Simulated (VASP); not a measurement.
## LiCl: single point with r2SCAN

LiCl:

```xyz
2
Lattice="0.0000 2.6327 2.5050 2.6327 0.0000 2.5050 2.6327 2.6327 0.0000" Properties=species:S:1:pos:R:3 pbc="T T T"
Li    0.0000    0.0000    0.0000
Cl    2.6327    2.6327    2.5050
```

This cell differs from its parent crystal: epitaxial xy strain +3.0%.

- Program: VASP 6.6.1
- Task: single point
- Functional: r2SCAN
- Potentials or basis: VASP PAW PBE potentials, release 64 (Li_sv, Cl)
- Cutoff: 520 eV
- k mesh: 8 × 8 × 8
- Occupations: gaussian, width 0.01 eV
- Spin: no spin polarisation
- Dipole correction: no
- Further INCAR settings: ALGO = Normal; EDIFF = 1e-07; NBANDS = 12

| Property | Result |
| --- | --- |
| Band gap on the k mesh | 7.07 eV, direct |

Levels at points of the mesh, in eV from the valence-band top:
| k point | band 2 | band 3 | band 4 | band 5 | band 6 | band 7 | band 8 | band 9 |
| --- | --- | --- | --- | --- | --- | --- | --- | --- |
| (0.00, 0.00, 0.00) | -13.93 | -0.15 | 0.00 | 0.00 | 7.07 | 12.47 | 12.47 | 12.89 |
| (0.50, 0.00, 0.00) | -13.39 | -2.77 | -0.36 | -0.25 | 7.44 | 10.05 | 10.49 | 13.84 |
| (0.50, 0.50, 0.00) | -13.10 | -2.85 | -1.22 | -1.22 | 8.61 | 8.76 | 13.76 | 14.90 |
| (0.50, 0.00, 0.50) | -13.18 | -2.85 | -1.23 | -0.90 | 8.71 | 9.02 | 13.04 | 14.76 |

It took 52 s on 1 thread of Intel(R) Xeon(R) 6975P-C (Granite Rapids), with other jobs on the host, peak memory 0.16 GiB.

Caveat: the cell differs from its parent crystal (epitaxial xy strain +3.0%). A k mesh can miss the band edges.
